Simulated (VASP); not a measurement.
Input of a VASP 6.6.1 run:

File POSCAR:

```
Cu2As3
1.0
    3.9838809173      0.0000000000      0.0000000000
   -1.9919399677      3.4501416386      0.0000000000
    0.0000000000      0.0000000000      5.9799576148
Cu As
2 3
Direct
    0.3333333333      0.6666666667      0.7830310000
    0.6666666667      0.3333333333      0.2169690000
    0.0000000000      0.0000000000      0.0000000000
    0.3333333333      0.6666666667      0.3506620000
    0.6666666667      0.3333333333      0.6493380000
```

The input INCAR.step1:

```
SYSTEM = Cu2As3
ALGO = Normal ; EDIFF = 1E-4
ENCUT = 520 ; GGA = PE
ISMEAR = 1 ; LASPH = .True.
LCHARG = .False. ; LREAL = .False.
LWAVE = .True. ; NBANDS = 26
NELM = 60 ; PREC = Accurate
SIGMA = 0.1
```

INCAR.step2

```
SYSTEM = Cu2As3
ALGO = Normal ; EDIFF = 1E-6
ENCUT = 520 ; ISIF = 2
ISMEAR = 1 ; ISTART = 1
LASPH = .True. ; LCHARG = .False.
LMIXTAU = .True. ; LREAL = .False.
LWAVE = .False. ; METAGGA = R2SCAN
NBANDS = 26 ; NELM = 60
PREC = Accurate ; SIGMA = 0.1
```

File KPOINTS:

```
k-points
0
Gamma
  7 7 4
  0 0 0
```

Potentials or basis: VASP PAW PBE potentials, release 64 (Cu, As).

Command:

```sh
$ cat potpaw_PBE.64/Cu/POTCAR potpaw_PBE.64/As/POTCAR > POTCAR
$ cp INCAR.step1 INCAR
$ mpirun -np 1 vasp_std > vasp.out
$ cp INCAR.step2 INCAR
$ mpirun -np 1 vasp_std > vasp.out
```

Task: Predict the largest force.

Result: 0.131 eV/Å.

Task: Estimate the pressure.

Result: 4.5 GPa.

Stress tensor (GPa, compression positive):
```
4.22 0.00 0.00
0.00 4.22 0.00
0.00 0.00 5.12
```

Caveat: the PAW data sets were made with another functional, which shifts forces and pressure a little.
